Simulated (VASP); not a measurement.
TiPd, 2 atoms in the cell. The structure is trigonal, space group R-3m (No. 166). Conventional cell: a = 4.542 Å, b = 4.542 Å, c = 5.398 Å, α = 90.00°, β = 90.00°, γ = 120.00°. Ti (site symmetry -3m) has 8 Pd at 2.70 to 2.77 Å and 6 Ti at 3.18 Å within 3.6 Å. Within 3.6 Å of Pd (site symmetry -3m) lie 8 Ti at 2.70 to 2.77 Å and 6 Pd at 3.18 Å.  This cell differs from its parent crystal: equal xy, yz and zx shear strains of -2 %.

```yaml
Program: VASP 6.6.1
Task: single point
Functional: PBEsol
Potentials_or_basis: VASP PAW PBE potentials, release 64 (Ti_sv, Pd)
Cutoff: 520 eV
k_mesh: 13 × 13 × 13
Occupations: fermi-dirac, width 0.08 eV
Spin: no spin polarisation
Dipole_correction: no
Further_INCAR_settings: ALGO = Normal; EDIFF = 1e-06; NBANDS = 18
```

Potentials or basis: VASP PAW PBE potentials, release 64 (Ti_sv, Pd).

Run with:

```bash
$ cat potpaw_PBE.64/Ti_sv/POTCAR potpaw_PBE.64/Pd/POTCAR > POTCAR
$ mpirun -np 1 vasp_std > vasp.out
```

Hardware: 1 thread of Intel(R) Xeon(R) Platinum 8488C (Sapphire Rapids), with other jobs on the host.

Q: How long does it take, and how much memory?

A: Wall time 46 s on 1 thread of Intel(R) Xeon(R) Platinum 8488C (Sapphire Rapids), on a shared host, peak memory 0.25 GiB. Counts: scf iterations 14, k points 231.
